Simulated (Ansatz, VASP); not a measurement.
## SnO2 in VASP and in Ansatz

INCAR

```
ALGO     = Normal         # electronic algorithm
EDIFF    = 1E-6           # SCF threshold, eV
EDIFFG   = -0.01          # ionic threshold
ENCUT    = 600            # plane-wave cutoff, eV
GGA      = PE             # functional
IBRION   = 2              # ionic algorithm
ISIF     = 3              # what is computed and relaxed
ISMEAR   = -1             # smearing method
LASPH    = True           # aspherical terms in the spheres
LCHARG   = False          # write CHGCAR
LREAL    = False          # projectors in reciprocal space
LWAVE    = False          # write WAVECAR
NELM     = 80             # most SCF steps
NSW      = 60             # ionic steps
PREC     = Accurate       # precision mode
SIGMA    = 0.05           # smearing width, eV
```

The input KPOINTS:

```
k-points
0
Gamma
  5 5 5
```

Contents of POSCAR:

```
SnO2
1.0
    5.1752560000      0.0000000000      0.0000000000
    0.0000000000      5.1752560000      0.0000000000
    0.0000000000      0.0000000000      5.1752560000
Sn O
4 8
Direct
    0.0000000000      0.0000000000      0.0000000000
    0.5000000000      0.0000000000      0.5000000000
    0.5000000000      0.5000000000      0.0000000000
    0.0000000000      0.5000000000      0.5000000000
    0.6610980000      0.8389020000      0.1610980000
    0.8389020000      0.1610980000      0.6610980000
    0.1610980000      0.6610980000      0.8389020000
    0.3389020000      0.3389020000      0.3389020000
    0.6610980000      0.6610980000      0.6610980000
    0.8389020000      0.3389020000      0.1610980000
    0.1610980000      0.8389020000      0.3389020000
    0.3389020000      0.1610980000      0.8389020000
```

File input.yaml:

```yaml
crystal:
  lattice:
    - [5.175256, 0.0, 0.0]
    - [0.0, 5.175256, 0.0]
    - [0.0, 0.0, 5.175256]
  atoms:
    - { symbol: Sn, position: [0.0, 0.0, 0.0] }
    - { symbol: Sn, position: [0.5, 0.0, 0.5] }
    - { symbol: Sn, position: [0.5, 0.5, 0.0] }
    - { symbol: Sn, position: [0.0, 0.5, 0.5] }
    - { symbol: O, position: [0.661098, 0.838902, 0.161098] }
    - { symbol: O, position: [0.838902, 0.161098, 0.661098] }
    - { symbol: O, position: [0.161098, 0.661098, 0.838902] }
    - { symbol: O, position: [0.338902, 0.338902, 0.338902] }
    - { symbol: O, position: [0.661098, 0.661098, 0.661098] }
    - { symbol: O, position: [0.838902, 0.338902, 0.161098] }
    - { symbol: O, position: [0.161098, 0.838902, 0.338902] }
    - { symbol: O, position: [0.338902, 0.161098, 0.838902] }
hamiltonian:
  xc: pbe
  pseudopotentials: { kind: paw }
kpoints:
  mp_grid: { grid: [5, 5, 5] }
scf:
  occupations: { method: fermi_dirac, width: 0.05 }
output:
  forces: true
  stress: true
  eigenvalues: true
  write_density: true
  write_potential: true
  elf: true
  volumetric_format: npy
relax:
  f_tol: 0.01
  max_steps: 40
  cell: { stress_tol: 0.05 }
```

Alike in both runs: task relaxation of cell and atoms; functional PBE; k mesh 5 × 5 × 5; occupations fermi-dirac, width 0.05 eV; no spin polarisation.

```csv
,VASP,Ansatz
version,VASP 6.6.1,Ansatz 0.2.0
potentials or method,"VASP PAW PBE potentials, release 64 (Sn_d, O)",Ansatz PAW
plane-wave cutoff (eV),600,420
valence electrons in the cell,104,104
```

VASP gave:

| Property | Result |
| --- | --- |
| gap on the k mesh at the Fermi level, each at its own relaxed structure (eV) | 0.57 |
| relaxed volume (Å³/atom) | 11.54 |
| relaxed length of the cell vector where the two differ most in proportion (Å) | 5.173 |

Estimate Ansatz's values.

gap on the k mesh at the Fermi level, each at its own relaxed structure (eV): 0.60; relaxed volume (Å³/atom): 11.51; relaxed length of the cell vector where the two differ most in proportion (Å): 5.170.

Noted on Ansatz's run: odd divisions of the mesh miss points on the zone boundary, where band edges often lie, so the gap on the mesh can be too wide; the plane-wave basis is chosen anew once the cell has moved, so the energies of steps on either side of that aren't comparable.
